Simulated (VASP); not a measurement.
# HfC: single point with PBEsol

Crystal: HfC.

```
Hf C
1.0
     3.21888    0.00000   -0.00016
    -1.60944    2.78763    0.00000
     1.60931    0.92913    2.67703
Hf C
1 1
Direct
  0.00000 0.00000 0.00000
  0.00000 0.50000 0.50000
```

| Item | Value |
| --- | --- |
| Program | VASP 6.6.1 |
| Task | single point |
| Functional | PBEsol |
| Potentials or basis | VASP PAW PBE potentials, release 64 (Hf_pv, C) |
| Cutoff | 520 eV |
| k mesh | 12 × 12 × 13 |
| Occupations | gaussian, width 0.1 eV |
| Spin | no spin polarisation |

```
Pressure               : 4.3 GPa
Band gap on the k mesh : zero (bands 7 and 8 overlap by 1.48 eV)
```

Stress tensor (GPa, compression positive):
```
 6.59  0.00 -0.02
 0.00  6.59 -0.01
-0.02 -0.01 -0.33
```

Levels at points of the mesh, in eV from the Fermi level:
| k point | band 5 | band 6 | band 7 | band 8 | band 9 | band 10 |
| --- | --- | --- | --- | --- | --- | --- |
| (0.00, 0.00, 0.00) | 0.98 | 1.11 | 1.11 | 1.18 | 1.46 | 1.46 |
| (0.50, 0.00, 0.00) | -2.52 | -1.98 | -0.08 | 0.05 | 5.57 | 7.08 |
| (0.00, 0.50, 0.00) | -6.36 | -3.27 | -3.07 | 5.39 | 5.74 | 6.17 |
| (0.50, 0.50, 0.00) | -6.36 | -3.27 | -3.07 | 5.39 | 5.74 | 6.17 |

Run time: 4 min on 1 thread of Intel Xeon 8259CL, on a shared host, peak memory 0.42 GiB.

Caveat: the cell stands under pressure; the PAW data sets were made with another functional, which shifts forces and pressure a little; spin-orbit coupling is left out, which moves the levels of the heavy elements.
